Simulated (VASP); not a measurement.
Set up this calculation in VASP 6.6.1, as the native input.

* Task: density of states
* Functional: PBE
* Potentials or basis: VASP PAW PBE potentials, release 64 (Hf_pv, Ni, P)
* Cutoff: 520 eV
* k mesh: 18 × 18 × 6
* Occupations: gaussian, width 0.1 eV
* Spin: no spin polarisation
* Dipole correction: no
* k mesh for the DOS: 27 × 27 × 9
* Occupations for the DOS: tetrahedron
* Further INCAR settings: ALGO = Normal; EDIFF = 1e-07

HfNiP2:

```
Hf Ni P
1.0
     2.94387    0.00000    0.00000
    -1.47194    2.54947    0.00000
     0.00000    0.00000    9.33726
Hf Ni P
1 1 2
Direct
  0.00000 0.00000 0.00000
  0.00000 0.00000 0.50000
  0.00000 0.00000 0.72731
  0.00000 0.00000 0.27269
```

These files were run (other wordings do the same):

POSCAR

```
HfNiP2
1.0
    2.9438744905      0.0000000000      0.0000000000
   -1.4719372453      2.5494700944      0.0000000000
    0.0000000000      0.0000000000      9.3372554551
Hf Ni P
1 1 2
Direct
    0.0000000000      0.0000000000      0.0000000000
    0.0000000000      0.0000000000      0.5000000000
    0.0000000000      0.0000000000      0.7273051437
    0.0000000000      0.0000000000      0.2726948563
```

INCAR.step1

```
ALGO     = Normal         # electronic algorithm
EDIFF    = 1E-7           # SCF threshold, eV
ENCUT    = 520            # plane-wave cutoff, eV
GGA      = PE             # functional
ISIF     = 2              # what is computed and relaxed
ISMEAR   = 0              # smearing method
LASPH    = True           # aspherical terms in the spheres
LCHARG   = True           # write CHGCAR
LMAXMIX  = 4              # l up to which the mixer works
LREAL    = False          # projectors in reciprocal space
LWAVE    = False          # write WAVECAR
NBANDS   = 23             # bands
NELM     = 100            # most SCF steps
PREC     = Accurate       # precision mode
SIGMA    = 0.1            # smearing width, eV
```

KPOINTS.step1

```
k-points
0
Gamma
  18 18 6
```

INCAR.step2

```
ALGO     = Normal         # electronic algorithm
EDIFF    = 1E-7           # SCF threshold, eV
ENCUT    = 520            # plane-wave cutoff, eV
GGA      = PE             # functional
ICHARG   = 11             # starting density
ISIF     = 2              # what is computed and relaxed
ISMEAR   = -5             # smearing method
LASPH    = True           # aspherical terms in the spheres
LCHARG   = False          # write CHGCAR
LMAXMIX  = 4              # l up to which the mixer works
LORBIT   = 11             # projections on sites
LREAL    = False          # projectors in reciprocal space
LWAVE    = False          # write WAVECAR
NEDOS    = 1001           # points of the DOS
NELM     = 100            # most SCF steps
PREC     = Accurate       # precision mode
SIGMA    = 0.1            # smearing width, eV
```

KPOINTS.step2

```
k-points
0
Gamma
  27 27 9
```

Potentials or basis: VASP PAW PBE potentials, release 64 (Hf_pv, Ni, P).

The run is started by

```console
$ cat potpaw_PBE.64/Hf_pv/POTCAR potpaw_PBE.64/Ni/POTCAR potpaw_PBE.64/P/POTCAR > POTCAR
$ cp INCAR.step1 INCAR
$ cp KPOINTS.step1 KPOINTS
$ mpirun -np 1 vasp_std > vasp.out
$ cp INCAR.step2 INCAR
$ cp KPOINTS.step2 KPOINTS
$ mpirun -np 1 vasp_std > vasp.out
```

Results of the run:

```json
{
 "Valence electrons inside the program's atomic spheres": "Hf 8.56; Ni 9.26; P 2.41"
}
```

Caveat: spin-orbit coupling is left out, which moves the levels of the heavy elements.

Run time: 22 min on 1 thread of Intel(R) Xeon(R) Platinum 8259CL CPU @ 2.50GHz (Skylake/Cascade Lake) (shared host), peak memory 0.64 GiB.
